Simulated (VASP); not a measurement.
# LaH in VASP: further runs

LaH is run at these levels: PBE; tasks: single point.

Program: VASP 6.6.1. These are calculated values, not measurements. Logs are shortened: lines on timing, memory, paths and dates and some standing lists are left out, and cuts for length are marked.

## 1. The cell of the first run

The structure is tetragonal, space group P4/mmm (No. 123). Conventional cell: a = 3.399 Å, b = 3.399 Å, c = 3.715 Å, α = 90.00°, β = 90.00°, γ = 90.00°. Within 3.2 Å of La (site symmetry 4/mmm) lie 4 H at 2.40 Å. H (site symmetry 4/mmm) has 4 La at 2.40 Å within 3.2 Å.

## 2. Single point, PBE

INCAR reads:

```
SYSTEM = LaH
PREC = Accurate
ENCUT = 500
EDIFF = 1E-6
ISMEAR = 0
SIGMA = 0.2
LREAL = .FALSE.
LASPH = .TRUE.
NELM = 200
ALGO = Normal
ISIF = 2
LWAVE = .FALSE.
LCHARG = .FALSE.
GGA = PE
NBANDS = 13
GGA_COMPAT = .FALSE.
LMAXMIX = 6
```

KPOINTS reads:

```
Automatic mesh
0
G
  6 6 5
  0 0 0
```

POSCAR reads:

```
LaH
1.0
    3.3994671999      0.0000000000      0.0000000000
    0.0000000000      3.3994671999      0.0000000000
    0.0000000000      0.0000000000      3.7152655542
La H
1 1
Direct
    0.0000000000      0.0000000000      0.5000000000
    0.5000000000      0.5000000000      0.5000000000
```

Potentials or basis: VASP PAW PBE potentials, release 64 (La, H).

Run with:

```console
$ cat potpaw_PBE.64/La/POTCAR potpaw_PBE.64/H/POTCAR > POTCAR
$ mpirun -np 1 vasp_std > vasp.out
```

OUTCAR:

```text
SYSTEM = LaH
   PREC = Accurate
   ENCUT = 500
   EDIFF = 1E-6
   ISMEAR = 0
   LREAL = .FALSE.
   LASPH = .TRUE.
   NELM = 200
   ISIF = 2
   GGA = PE

 ion  position               nearest neighbor table
   1  0.000  0.000  0.500-
   2  0.500  0.500  0.500-

  LATTYP: Found a simple tetragonal cell.
 ALAT       =     3.3994671999
 C/A-ratio  =     1.0928964263

  Lattice vectors:

 A1 = (   3.3994671999,   0.0000000000,   0.0000000000)
 A2 = (   0.0000000000,   3.3994671999,   0.0000000000)
 A3 = (   0.0000000000,   0.0000000000,   3.7152655542)

Analysis of symmetry for initial positions (statically):
=====================================================================
 Subroutine PRICEL returns:
 Original cell was already a primitive cell.

 Routine SETGRP: Setting up the symmetry group for a
 simple tetragonal supercell.

 Subroutine GETGRP returns: Found 16 space group operations
 (whereof 16 operations were pure point group operations)
 out of a pool of 16 trial point group operations.

The static configuration has the point symmetry D_4h.

Analysis of symmetry for dynamics (positions and initial velocities):
=====================================================================
 Subroutine PRICEL returns:
 Original cell was already a primitive cell.

 Routine SETGRP: Setting up the symmetry group for a
 simple tetragonal supercell.

 Subroutine GETGRP returns: Found 16 space group operations
 (whereof 16 operations were pure point group operations)
 out of a pool of 16 trial point group operations.

The dynamic configuration has the point symmetry D_4h.

 Subroutine INISYM returns: Found 16 space group operations
 (whereof 16 operations are pure point group operations),
 and found     1 'primitive' translations

----------------------------------------------------------------------------------------

                                     Primitive cell

  volume of cell :      42.9350

  direct lattice vectors                    reciprocal lattice vectors
     3.399467200  0.000000000  0.000000000     0.294163744  0.000000000  0.000000000
     0.000000000  3.399467200  0.000000000     0.000000000  0.294163744  0.000000000
     0.000000000  0.000000000  3.715265554     0.000000000  0.000000000  0.269159764

  length of vectors
     3.399467200  3.399467200  3.715265554     0.294163744  0.294163744  0.269159764

  position of ions in fractional coordinates (direct lattice)
     0.000000000  0.000000000  0.500000000
     0.500000000  0.500000000  0.500000000

  ion indices of the primitive-cell ions
   primitive index   ion index
                 1           1
                 2           2

----------------------------------------------------------------------------------------

 KPOINTS: Automatic mesh

Automatic generation of k-mesh.
 Grid dimensions read from file:
 generate k-points for:    6    6    5

 Generating k-lattice:

  Cartesian coordinates                     Fractional coordinates (reciprocal lattice)
     0.049027291  0.000000000  0.000000000     0.166666667  0.000000000  0.000000000
     0.000000000  0.049027291  0.000000000     0.000000000  0.166666667  0.000000000
     0.000000000  0.000000000  0.053831953     0.000000000  0.000000000  0.200000000

  Length of vectors
     0.049027291  0.049027291  0.053831953

  Shift w.r.t. Gamma in fractional coordinates (k-lattice)
     0.000000000  0.000000000  0.000000000

 Subroutine IBZKPT returns following result:
 ===========================================

 Found     30 irreducible k-points:

 Following reciprocal coordinates:
            Coordinates               Weight
  0.000000  0.000000  0.000000      1.000000
  0.166667  0.000000  0.000000      4.000000
  0.333333  0.000000  0.000000      4.000000
  0.500000  0.000000  0.000000      2.000000
  0.166667  0.166667  0.000000      4.000000
  0.333333  0.166667  0.000000      8.000000
[... 16 lines left out ...]
  0.333333  0.000000  0.400000      8.000000
  0.500000  0.000000  0.400000      4.000000
 [... further k-points ...]
   k-points           NKPTS =     30   k-points in BZ     NKDIM =     30   number of bands    NBANDS=     13
   number of dos      NEDOS =    301   number of ions     NIONS =      2
   total plane-waves  NPLWV =  21952
   dimension x,y,z NGX =    28 NGY =   28 NGZ =   28
   dimension x,y,z NGXF=    56 NGYF=   56 NGZF=   56
   ions per type =               1   1
   NGX,Y,Z   is equivalent  to a cutoff of  13.69, 13.69, 12.53 a.u.
   NGXF,Y,Z  is equivalent  to a cutoff of  27.39, 27.39, 25.06 a.u.
 SYSTEM =  LaH
   PREC   = accura    normal or accurate (medium, high low for compatibility)
   ISTART =      0    job   : 0-new  1-cont  2-samecut
   ICHARG =      2    charge: 1-file 2-atom 10-const
   ISPIN  =      1    spin polarized calculation?
   LNONCOLLINEAR =      F non collinear calculations
   LSORBIT =      F    spin-orbit coupling
   LASPH  =      T    aspherical Exc in radial PAW
   ENCUT  =  500.0 eV  36.75 Ry    6.06 a.u.   6.20  6.20  6.77*2*pi/ulx,y,z
   NELM   =    200;   NELMIN=  2; NELMDL= -5     # of ELM steps
   EDIFF  = 0.1E-05   stopping-criterion for ELM
   LREAL  =      F    real-space projection
   EDIFFG = 0.1E-04   stopping-criterion for IOM
   NSW    =      0    number of steps for IOM
   IBRION =     -1    ionic relax: 0-MD 1-quasi-New 2-CG
   NFREE  =      0    steps in history (QN), initial steepest desc. (CG)
   ISIF   =      2    stress and relaxation
   ISYM   =      2    0-nonsym 1-usesym 2-fastsym
   POTIM  = 0.5000    time-step for ionic-motion
   TEBEG  =    0.0;   TEEND  =   0.0 temperature during run
   PSTRESS=    0.0 pullay stress
   NELECT =      12.0000    total number of electrons
   NUPDOWN=      -1.0000    fix difference up-down
   EMIN   =  10.00;   EMAX   =-10.00  energy-range for DOS
   EFERMI =   0.00;   METHOD = LEGACY
   ISMEAR =     0;   SIGMA  =   0.20  broadening in eV -4-tet -1-fermi 0-gaus
   EFERMI_NEDOS =   21; number of points for ismear=-14 and -15
   IALGO  =     38    algorithm
   IMIX   =      4    mixing-type and parameters
     AMIX     =   0.40;   BMIX     =  1.00
     AMIX_MAG =   1.60;   BMIX_MAG =  1.00
  volume/ion in A,a.u.               =      21.47       144.87
  Fermi-wavevector in a.u.,A,eV,Ry     =   1.070364  2.022694 15.587903  1.145679
  Thomas-Fermi vector in A             =   2.206072
   LORBIT       =      0    0 simple, 1 ext, 2 COOP (PROOUT), +10 PAW based schemes
   GGA     = PE    functional components
   LHFCALC =     F    Hartree Fock is set to
   AEXX    =    0.0000 exact exchange contribution
   IVDW    =     0    specifies the selected vdW correction
   LEPSILON=     F    determine dielectric tensor
   LRPA    =     F    only Hartree local field effects (RPA)
 non-spin polarized calculation
 Gauss-broadening in eV      SIGMA  =   0.20
  energy-cutoff  :      500.00
  volume of cell :       42.94
 maximum number of plane-waves:      1101
 NGX is ok and might be reduce to    28
   NGX = 13   NGY = 13   NGZ = 13

 number of electron      12.0000000 magnetization

 Free energy of the ion-electron system (eV)
  ---------------------------------------------------
  ext. energy  EPLUGINS =         0.00000000
  ---------------------------------------------------
  free energy    TOTEN  =        -8.42115176 eV

  energy without entropy =       -8.37608492  energy(sigma->0) =       -8.39861834

 E-fermi :   6.6283     XC(G=0):  -9.2392

 val. band max:        6.5845901180   @ k =   0.5000   0.0000   0.0000
 cond. band min:       6.6651997119   @ k =   0.1667   0.0000   0.4000
 fundamental gap:      0.0806095938
 Fermi energy:         6.6283334936

 k-point     1 :       0.0000    0.0000    0.0000
  band No.  band energies     occupation
      1     -26.4581      2.00000
      2      -9.6785      2.00000
      3      -9.3828      2.00000
      4      -9.3828      2.00000
      5       1.0148      2.00000
      6       5.1154      2.00000
      7       5.6884      2.00000
      8       8.3439      0.00000
      9       8.3768      0.00000
     10       8.3768      0.00000
     11       8.4567      0.00000
     12       8.6640      0.00000
     13       8.6640      0.00000

 k-point     2 :       0.1667    0.0000    0.0000
  band No.  band energies     occupation
      1     -26.4096      2.00000
      2      -9.8874      2.00000
      3      -9.6344      2.00000
      4      -9.3391      2.00000
      5       1.6645      2.00000
      6       5.3521      2.00000
      7       6.2351      1.99458
      8       8.2058      0.00000
      9       8.3590      0.00000
     10       8.4090      0.00000
     11       8.4546      0.00000
     12       8.5547      0.00000
     13       8.6720      0.00000

 k-point     3 :       0.3333    0.0000    0.0000
  band No.  band energies     occupation
      1     -26.3100      2.00000
      2     -10.7599      2.00000
      3      -9.5444      2.00000
      4      -9.2499      2.00000
      5       2.9633      2.00000
      6       5.9366      2.00000
      7       6.6704      0.76616
      8       8.1129      0.00000
      9       8.2395      0.00000
     10       8.3637      0.00000
     11       8.4472      0.00000
     12       8.5273      0.00000
     13       8.7045      0.00000

 k-point     4 :       0.5000    0.0000    0.0000
  band No.  band energies     occupation
      1     -26.2588      2.00000
      2     -11.1478      2.00000
      3      -9.4984      2.00000
      4      -9.2043      2.00000
      5       3.8540      2.00000
      6       5.8519      2.00000
      7       6.5846      1.24292
      8       7.8991      0.00000
      9       8.2997      0.00000
     10       8.4036      0.00000
     11       8.4502      0.00000
     12       8.6512      0.00000
     13       8.6803      0.00000

 k-point     5 :       0.1667    0.1667    0.0000
  band No.  band energies     occupation
      1     -26.3618      2.00000
      2      -9.8823      2.00000
      3      -9.7689      2.00000
      4      -9.5912      2.00000
      5       2.1173      2.00000
      6       5.5709      2.00000
      7       6.7937      0.24215
      8       7.9217      0.00000
      9       8.3841      0.00000
     10       8.4491      0.00000
     11       8.4586      0.00000
     12       8.5822      0.00000
     13       8.7032      0.00000
[... 257 lines left out ...]
 k-point    22 :       0.1667    0.0000    0.4000
  band No.  band energies     occupation
      1     -26.3455      2.00000
      2     -10.3672      2.00000
      3      -9.8105      2.00000
      4      -9.2796      2.00000
      5       2.1666      2.00000
      6       6.5339      1.49591
      7       6.6652      0.79434
      8       8.0943      0.00000
      9       8.2599      0.00000
     10       8.3438      0.00000
     11       8.4476      0.00000
     12       8.7031      0.00000
     13       8.8816      0.00000

 k-point    23 :       0.3333    0.0000    0.4000
  band No.  band energies     occupation
      1     -26.2474      2.00000
      2     -10.6614      2.00000
      3     -10.2456      2.00000
      4      -9.1929      2.00000
      5       3.3981      2.00000
      6       5.4155      2.00000
      7       7.0583      0.00236
      8       8.1529      0.00000
      9       8.1770      0.00000
     10       8.4730      0.00000
     11       8.5948      0.00000
     12       8.6284      0.00000
     13       8.8827      0.00000

 k-point    24 :       0.5000    0.0000    0.4000
  band No.  band energies     occupation
      1     -26.1970      2.00000
      2     -11.0412      2.00000
      3     -10.1832      2.00000
      4      -9.1486      2.00000
      5       4.1578      2.00000
      6       4.9622      2.00000
      7       6.5053      1.61582
      8       8.2124      0.00000
      9       8.3153      0.00000
     10       8.5445      0.00000
     11       8.5808      0.00000
     12       8.8353      0.00000
     13       8.9564      0.00000

 [... further k-points ...]
[... 5 lines left out ...]
  --------------------------------------------------------------------------------------
  -------------------------------------------------------------------------------------
  Total       -0.0182759     -0.0182759      0.0285515      0.0000000      0.0000000      0.0000000
  in kB       -0.6819908     -0.6819908      1.0654363      0.0000000      0.0000000      0.0000000
  external PRESSURE =      -0.0995151 kB  Pullay stress =       0.0000000 kB

 VOLUME and BASIS-vectors are now :
 -----------------------------------------------------------------------------
  energy-cutoff  :      500.00
  volume of cell :       42.94
      direct lattice vectors                 reciprocal lattice vectors
     3.399467200  0.000000000  0.000000000     0.294163744  0.000000000  0.000000000
     0.000000000  3.399467200  0.000000000     0.000000000  0.294163744  0.000000000
     0.000000000  0.000000000  3.715265554     0.000000000  0.000000000  0.269159764

 POSITION                                       TOTAL-FORCE (eV/Angst)
 -----------------------------------------------------------------------------------
      0.00000      0.00000      1.85763         0.000000      0.000000      0.000000
      1.69973      1.69973      1.85763         0.000000      0.000000      0.000000
 -----------------------------------------------------------------------------------
    total drift:                                0.000000     -0.000000      0.000000

  FREE ENERGIE OF THE ION-ELECTRON SYSTEM (eV)
  ---------------------------------------------------
  free  energy   TOTEN  =        -8.4211517606 eV

  energy  without entropy=       -8.3760849249  energy(sigma->0) =       -8.39861834
```

Wall time 9.1 s (1 thread of Intel Xeon 6975P-C (Granite Rapids), shared host); peak memory 0.17 GiB.

Results:

```
Free energy            : -8.4212 eV
Pressure               : 0.0 GPa
Band gap on the k mesh : zero (band 6 reaches 7.59 eV, above the bottom of band 7 at 5.69 eV)
```

Stress tensor (GPa, compression positive):
```
-0.07  0.00  0.00
 0.00 -0.07  0.00
 0.00  0.00  0.11
```

Caveat: spin-orbit coupling is left out, which moves the levels of the heavy elements.

## 3. Single point, PBE

This run uses another cell than the first one, of 20.95 Å³/atom, 0.976 times its volume.

INCAR reads:

```
SYSTEM = LaH
ALGO = Normal
EDIFF = 1E-6
ENCUT = 500
GGA = PE
GGA_COMPAT = .FALSE.
ISIF = 2
ISMEAR = 0
LASPH = .TRUE.
LCHARG = .FALSE.
LMAXMIX = 6
LREAL = .FALSE.
LWAVE = .FALSE.
NBANDS = 13
NELM = 200
PREC = Accurate
SIGMA = 0.2
```

KPOINTS reads:

```
k-points
0
G
  6 6 6
  0 0 0
```

POSCAR reads:

```
LaH
1.0
    3.4171729344      0.0000000000      0.0000000000
    0.0000000000      3.4171729344      0.0000000000
    0.0000000000      0.0000000000      3.5883564288
La H
1 1
Direct
    0.5000000000      0.5000000000      0.0000000000
    0.0000000000      0.0000000000      0.0000000000
```

Potentials or basis: VASP PAW PBE potentials, release 64 (La, H).

Run with:

```console
$ cat potpaw_PBE.64/La/POTCAR potpaw_PBE.64/H/POTCAR > POTCAR
$ mpirun -np 1 vasp_std > vasp.out
```

OUTCAR:

```text
SYSTEM = LaH
   EDIFF = 1E-6
   ENCUT = 500
   GGA = PE
   ISIF = 2
   ISMEAR = 0
   LASPH = .TRUE.
   LREAL = .FALSE.
   NELM = 200
   PREC = Accurate

 ion  position               nearest neighbor table
   1  0.500  0.500  0.000-
   2  0.000  0.000  0.000-

  LATTYP: Found a simple tetragonal cell.
 ALAT       =     3.4171729344
 C/A-ratio  =     1.0500950633

  Lattice vectors:

 A1 = (   3.4171729344,   0.0000000000,   0.0000000000)
 A2 = (   0.0000000000,   3.4171729344,   0.0000000000)
 A3 = (   0.0000000000,   0.0000000000,   3.5883564288)

Analysis of symmetry for initial positions (statically):
=====================================================================
 Subroutine PRICEL returns:
 Original cell was already a primitive cell.

 Routine SETGRP: Setting up the symmetry group for a
 simple tetragonal supercell.

 Subroutine GETGRP returns: Found 16 space group operations
 (whereof 16 operations were pure point group operations)
 out of a pool of 16 trial point group operations.

The static configuration has the point symmetry D_4h.

Analysis of symmetry for dynamics (positions and initial velocities):
[... 164 lines left out ...]
 fundamental gap:      0.0402054869
 Fermi energy:         6.8939761676

 k-point     1 :       0.0000    0.0000    0.0000
  band No.  band energies     occupation
      1     -26.1835      2.00000
      2      -9.2813      2.00000
      3      -9.1403      2.00000
      4      -9.1403      2.00000
      5       1.2425      2.00000
      6       5.3678      2.00000
      7       5.9292      2.00000
      8       8.6501      0.00000
      9       8.6501      0.00000
     10       8.6543      0.00000
     11       8.7892      0.00000
     12       8.8999      0.00000
     13       8.8999      0.00000
[... 354 lines left out ...]
  band No.  band energies     occupation
      1     -25.9184      2.00000
      2     -10.7275      2.00000
      3      -9.8847      2.00000
      4      -8.9016      2.00000
      5       4.3127      2.00000
      6       5.5200      2.00000
      7       6.6986      1.83282
      8       8.5278      0.00000
      9       8.5993      0.00000
     10       8.7144      0.00000
     11       8.8500      0.00000
     12       9.0591      0.00000
     13       9.2192      0.00000

 [... further k-points ...]
[... 5 lines left out ...]
  --------------------------------------------------------------------------------------
  -------------------------------------------------------------------------------------
  Total        0.0122714      0.0122714      0.0176421      0.0000000     -0.0000000      0.0000000
  in kB        0.4692192      0.4692192      0.6745775      0.0000000     -0.0000000      0.0000000
  external PRESSURE =       0.5376720 kB  Pullay stress =       0.0000000 kB

 VOLUME and BASIS-vectors are now :
 -----------------------------------------------------------------------------
  energy-cutoff  :      500.00
  volume of cell :       41.90
      direct lattice vectors                 reciprocal lattice vectors
     3.417172934  0.000000000  0.000000000     0.292639565  0.000000000  0.000000000
     0.000000000  3.417172934  0.000000000     0.000000000  0.292639565  0.000000000
     0.000000000  0.000000000  3.588356429     0.000000000  0.000000000  0.278679117

 POSITION                                       TOTAL-FORCE (eV/Angst)
 -----------------------------------------------------------------------------------
      1.70859      1.70859      0.00000         0.000000      0.000000      0.000000
      0.00000      0.00000      0.00000         0.000000      0.000000      0.000000
 -----------------------------------------------------------------------------------
    total drift:                                0.000000      0.000000     -0.000000

  FREE ENERGIE OF THE ION-ELECTRON SYSTEM (eV)
  ---------------------------------------------------
  free  energy   TOTEN  =        -8.4378484513 eV

  energy  without entropy=       -8.3938264816  energy(sigma->0) =       -8.41583747
```

stdout:

```text
POSCAR found type information on POSCAR LaH
 POSCAR found :  2 types and       2 ions
 scaLAPACK will be used
 LDA part: xc-table for (Slater+PW92), standard interpolation
 POSCAR, INCAR and KPOINTS ok, starting setup
 FFT: planning ... GRIDC
 FFT: planning ... GRID_SOFT
 FFT: planning ... GRID
 WAVECAR not read
 entering main loop
```

Wall time 9.8 s (1 thread of Intel Xeon 6975P-C (Granite Rapids), shared host); peak memory 0.17 GiB.

What came out:

| Quantity | Value |
| --- | --- |
| Free energy | -8.4378 eV |
| Pressure | 0.1 GPa |
| Band gap on the k mesh | zero (band 6 reaches 7.86 eV, above the bottom of band 7 at 5.93 eV) |

Levels at points of the mesh, in eV from the Fermi level:
| k point | band 3 | band 4 | band 5 | band 6 | band 7 | band 8 | band 9 | band 10 |
| --- | --- | --- | --- | --- | --- | --- | --- | --- |
| (0.00, 0.00, 0.00) | -16.03 | -16.03 | -5.65 | -1.53 | -0.96 | 1.76 | 1.76 | 1.76 |
| (0.50, 0.00, 0.00) | -16.01 | -15.86 | -2.83 | -0.86 | -0.16 | 1.26 | 1.78 | 1.87 |
| (0.50, 0.50, 0.00) | -17.36 | -15.85 | -5.83 | 0.73 | 1.50 | 1.50 | 1.83 | 1.93 |
| (0.00, 0.00, 0.50) | -15.94 | -15.94 | -4.95 | -0.41 | 0.74 | 1.44 | 1.80 | 1.80 |
| (0.50, 0.00, 0.50) | -17.01 | -15.77 | -2.35 | -2.05 | 0.02 | 1.52 | 1.72 | 1.94 |
| (0.50, 0.50, 0.50) | -17.22 | -16.80 | -5.33 | -0.66 | -0.66 | 1.18 | 1.83 | 1.83 |

Caveat: spin-orbit coupling is left out, which moves the levels of the heavy elements.

(Continued in part 2 of 2.)
